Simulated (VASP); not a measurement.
Write the native input for VASP 6.6.1 that does the following.

```
Task                   : single point
Functional             : PBE
Potentials or basis    : VASP PAW PBE potentials, release 64 (Ba_sv, S)
Cutoff                 : 520 eV
k mesh                 : 4 × 4 × 4
Occupations            : gaussian, width 0.01 eV
Spin                   : no spin polarisation
Dipole correction      : no
Further INCAR settings : ALGO = Normal; EDIFF = 1e-06; NBANDS = 15
```

The structure of BaS lies in POSCAR:

```
BaS
1.0
    0.0000000000      3.2117958750      3.2117958750
    3.2117958750      0.0000000000      3.2117958750
    3.2117958750      3.2117958750      0.0000000000
Ba S
1 1
Direct
    0.0000000000      0.0000000000      0.0000000000
    0.5000000000      0.5000000000      0.5000000000
```

One way to write it, as run:

INCAR

```
  PREC = Accurate
  ENCUT = 520
  EDIFF = 1E-6
  ISMEAR = 0
  SIGMA = 0.01
  LREAL = F
  LASPH = T
  NELM = 80
  ALGO = Normal
  ISIF = 2
  LWAVE = F
  LCHARG = F
  GGA = PE
  NBANDS = 15
```

KPOINTS

```
regular mesh
0
Gamma
  4 4 4
```

Potentials or basis: VASP PAW PBE potentials, release 64 (Ba_sv, S).

The run is started by

```bash
$ cat potpaw_PBE.64/Ba_sv/POTCAR potpaw_PBE.64/S/POTCAR > POTCAR
$ mpirun -np 1 vasp_std > vasp.out
```

It gave:

The pressure is 0.7 GPa. The band gap on the k mesh is 2.13 eV (least direct gap 2.28 eV).

Caveat: the k points lie up to 0.42 Å⁻¹ apart; spin-orbit coupling is left out, which moves the levels of the heavy elements.

It took 8.1 s on 1 thread of Intel(R) Xeon(R) 6975P-C (Granite Rapids), on a shared host, peak memory 0.19 GiB.
